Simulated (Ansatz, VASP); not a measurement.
AlCo in VASP and in Ansatz

```
CELL_PARAMETERS angstrom
2.82259 0.00000 0.00000
0.00000 2.82259 0.00000
0.00000 0.00000 2.82259
ATOMIC_POSITIONS crystal
Al 0.00000 0.00000 0.00000
Co 0.50000 0.50000 0.50000
```

Alike in both runs: task single point; functional PBEsol; k mesh 12 × 12 × 12; occupations gaussian, width 0.1 eV; no spin polarisation.

```csv
,VASP,Ansatz
version,VASP 6.6.1,Ansatz 0.2.0
potentials or method,"VASP PAW PBE potentials, release 64 (Al, Co), cutoff 520 eV","scalar-relativistic, plane waves, PAW"
valence electrons in the cell,12,20
```

|  | VASP | Ansatz | Ansatz less VASP |
| --- | --- | --- | --- |
| gap on the k mesh at the Fermi level (eV) | none | none | - |
| pressure (GPa) | 0.1 | 0.0 | -0.11 |

VASP's potentials were made for PBE, not for PBEsol. A gap of «none» marks a metal or a gap that the smearing closes. VASP's potentials hold 12 valence electrons a cell and Ansatz's 20, so a difference there can come from the potentials and not from the codes.
